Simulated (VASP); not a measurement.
A run of VASP 6.6.1 is set up as follows.

File INCAR:

```
ALGO = Normal ; EDIFF = 1E-6
ENCUT = 700 ; GGA = PE
GGA_COMPAT = False ; ISIF = 2
ISMEAR = 0 ; ISYM = -1
LASPH = True ; LCHARG = False
LREAL = False ; LWAVE = False
NBANDS = 16 ; NELM = 120
PREC = Accurate ; SIGMA = 0.01
```

The input KPOINTS:

```
explicit points
9
Reciprocal
  0.08333333   0.08333333   0.25000000 1
  0.08333333   0.41666667   0.25000000 1
  0.08333333   0.75000000   0.25000000 1
  0.41666667   0.08333333   0.25000000 1
  0.41666667   0.41666667   0.25000000 1
  0.41666667   0.75000000   0.25000000 1
  0.75000000   0.08333333   0.25000000 1
  0.75000000   0.41666667   0.25000000 1
  0.75000000   0.75000000   0.25000000 1
```

The input POSCAR:

```
BN
1.0
    2.4883437603      0.0000000000      0.0000000000
   -1.2441718801      2.1549689098      0.0000000000
    0.0000000000      0.0000000000      6.4954828800
B N
2 2
Direct
    0.3335905387      0.6664094613      0.2500000000
    0.6664094613      0.3335905387      0.7500000000
    0.3342207765      0.6657792235      0.7500000000
    0.6657792235      0.3342207765      0.2500000000
```

Potentials or basis: VASP PAW PBE potentials, release 64 (B, N).

The run is started by

```sh
$ cat potpaw_PBE.64/B/POTCAR potpaw_PBE.64/N/POTCAR > POTCAR
$ mpirun -np 1 vasp_std > vasp.out
```

Question: What does it give for the pressure?

Answer: 8.6 GPa.

Question: Estimate the band gap on the k mesh.

Answer: 4.80 eV.

Stress tensor (GPa, compression positive):
```
11.11  0.14 -0.03
 0.14 11.28 -0.05
-0.03 -0.05  3.53
```

Caveat: the stress differs along the axes, from 4 to 11 GPa; a shifted mesh leaves out Γ, where band edges can lie; this functional lacks dispersion, which binds layers or chains, so the pressure and a relaxed spacing across them are unreliable. A k mesh can miss the band edges.
